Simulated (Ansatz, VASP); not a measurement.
# CdTe6: VASP beside Ansatz

The input INCAR:

```
SYSTEM = CdTe6
ALGO = Normal
EDIFF = 1E-6
ENCUT = 520
GGA = PE
ISIF = 2
ISMEAR = 0
LASPH = .TRUE.
LCHARG = .TRUE.
LELF = .TRUE.
LREAL = .FALSE.
LVHAR = .TRUE.
LWAVE = .FALSE.
NBANDS = 33
NELM = 100
PREC = Accurate
SIGMA = 0.1
```

Contents of KPOINTS:

```
k-points
0
G
  12 12 12
  0 0 0
```

The input POSCAR:

```
CdTe6
1.0
    2.2499962994      1.2990359691     12.6214950121
   -2.2499962994      1.2990359691     12.6214950121
    0.0000000000     -2.5980719383     12.6214950121
Cd Te
1 6
Direct
    0.0000000000      0.0000000000      0.0000000000
    0.2901182555      0.2901182555      0.2901182555
    0.5721586362      0.5721586362      0.5721586362
    0.1409564956      0.1409564956      0.1409564956
    0.8590435044      0.8590435044      0.8590435044
    0.4278413638      0.4278413638      0.4278413638
    0.7098817445      0.7098817445      0.7098817445
```

Input for Ansatz:

```yaml
crystal:
  lattice:
    - [2.2499962994, 1.2990359691, 12.6214950121]
    - [-2.2499962994, 1.2990359691, 12.6214950121]
    - [0.0, -2.5980719383, 12.6214950121]
  atoms:
    - { symbol: Cd, position: [0.0, 0.0, 0.0] }
    - { symbol: Te, position: [0.2901182555, 0.2901182555, 0.2901182555] }
    - { symbol: Te, position: [0.5721586362, 0.5721586362, 0.5721586362] }
    - { symbol: Te, position: [0.1409564956, 0.1409564956, 0.1409564956] }
    - { symbol: Te, position: [0.8590435044, 0.8590435044, 0.8590435044] }
    - { symbol: Te, position: [0.4278413638, 0.4278413638, 0.4278413638] }
    - { symbol: Te, position: [0.7098817445, 0.7098817445, 0.7098817445] }
basis:
  ecutwfc: 420
kpoints:
  mp_grid: { grid: [12, 12, 12] }
  band_path:
    path:
      - [[0.0, 0.0, 0.0], [0.5, 0.5, 0.5], [0.8262713, 0.1737287, 0.5]]
      - [[0.5, -0.1737287, 0.1737287], [0.5, 0.0, 0.0], [0.0, 0.0, 0.0], [0.33686435, -0.33686435, 0.0]]
      - [[0.66313565, 0.0, 0.33686435], [0.5, 0.0, 0.5], [0.0, 0.0, 0.0]]
    npoints: 14
hamiltonian:
  xc: pbe
scf:
  occupations: { method: gaussian, width: 0.1 }
  n_extra_bands: 17
output:
  forces: true
  stress: true
  eigenvalues: true
  populations: true
  dos: { projected: true, de: 0.02, nscf_kmesh: { grid: [15, 15, 15] } }
  bader: true
  write_density: true
  write_potential: true
  elf: true
  volumetric_format: npy
```

Alike in both runs: task single point; functional PBE; k mesh 12 × 12 × 12; occupations gaussian, width 0.1 eV; no spin polarisation.

|  | VASP | Ansatz |
| --- | --- | --- |
| version | VASP 6.6.1 | Ansatz 0.2.0 |
| potentials or method | VASP PAW PBE potentials, release 64 (Cd, Te), cutoff 520 eV | scalar-relativistic, plane waves, PAW |
| valence electrons in the cell | 48 | 116 |

```csv
,VASP,Ansatz,Ansatz less VASP
gap on the k mesh at the Fermi level (eV),none,none,-
pressure (GPa),0.0,0.0,0.00
rms of the force components (eV/Å),0.005,0.000,-0.0045
```

Atom by atom the forces differ by 0.005 eV/Å (rms over components). A gap of «none» marks a metal or a gap that the smearing closes. The functional is the same, so the differences come from potentials, cutoffs and numerics. VASP's potentials hold 48 valence electrons a cell and Ansatz's 116, so a difference there can come from the potentials and not from the codes. Ansatz's warnings: k point list ram cut.

Spin-orbit coupling is off throughout.
